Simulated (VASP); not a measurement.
Here is a VASP 6.6.1 calculation.

File INCAR:

```
  PREC = Accurate
  ENCUT = 520
  EDIFF = 1E-6
  ISMEAR = 0
  SIGMA = 0.01
  LREAL = False
  LASPH = True
  NELM = 80
  ALGO = Normal
  ISIF = 2
  LWAVE = False
  LCHARG = False
  NBANDS = 16
```

KPOINTS

```
regular mesh
0
Gamma
  8 8 8
```

POSCAR

```
GaP
1.0
    2.6956870601      2.6956870601      0.0000000000
   -2.6956870601      2.6956870601      0.0000000000
    0.0000000000      2.6956870601      2.6956870601
Ga P
1 1
Direct
    0.0000000000      0.0000000000      0.0000000000
    0.7500000000      0.2500000000      0.5000000000
```

Potentials or basis: VASP PAW LDA potentials, release 64 (Ga_d, P).

Command:

```sh
$ cat potpaw_LDA.64/Ga_d/POTCAR potpaw_LDA.64/P/POTCAR > POTCAR
$ mpirun -np 1 vasp_std > vasp.out
```

(1) Estimate the band gap on the k mesh.

(2) Estimate the pressure.

Answers

(1) 1.43 eV, indirect (least direct gap 1.91 eV).

(2) 0.1 GPa.

**The experiment to reproduce.**

From “Stacking defects in GaP nanowires: Electronic structure and optical properties”, 2018, arxiv:1810.01194, for a bulk crystal of GaP at 10 K: band gap 2.34 eV (indirect).

Against the measured gap of GaP, 2.34 eV (indirect; 10 K; quoted in “Stacking defects in GaP nanowires: Electronic structure and optical properties”, 2018, arxiv:1810.01194), the calculated 1.43 eV is off by -0.91 eV. Spin-orbit coupling on Ga is left out. The value is that of LDA on a finite k mesh, which can miss the band edges, without temperature or zero-point motion. Semilocal functionals fall short of measured gaps as a rule.
